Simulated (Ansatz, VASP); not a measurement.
# W in VASP and in Ansatz

```
W
1.0
     0.00000    3.04151    3.04151
     3.04151    0.00000    3.04151
     3.04151    3.04151    0.00000
W
2
Direct
  0.12500 0.12500 0.12500
  0.87500 0.87500 0.87500
```

Alike in both runs: task single point; functional revPBE; k mesh 11 × 11 × 11; occupations fermi-dirac, width 0.1 eV; no spin polarisation.

|  | VASP | Ansatz |
| --- | --- | --- |
| version | VASP 6.6.1 | Ansatz 0.2.0 |
| potentials or method | VASP PAW PBE potentials, release 64 (W_sv), cutoff 520 eV | plane waves (420 eV) with PAW, scalar-relativistic |
| valence electrons in the cell | 28 | 28 |

```csv
,VASP,Ansatz,Ansatz less VASP
pressure (GPa),-10.4,-10.6,-0.16
```

VASP's potentials were made for PBE, not for revPBE. With one functional, cell and mesh, what is left measures potentials, basis and numerics.

Neither program's run includes spin-orbit coupling.
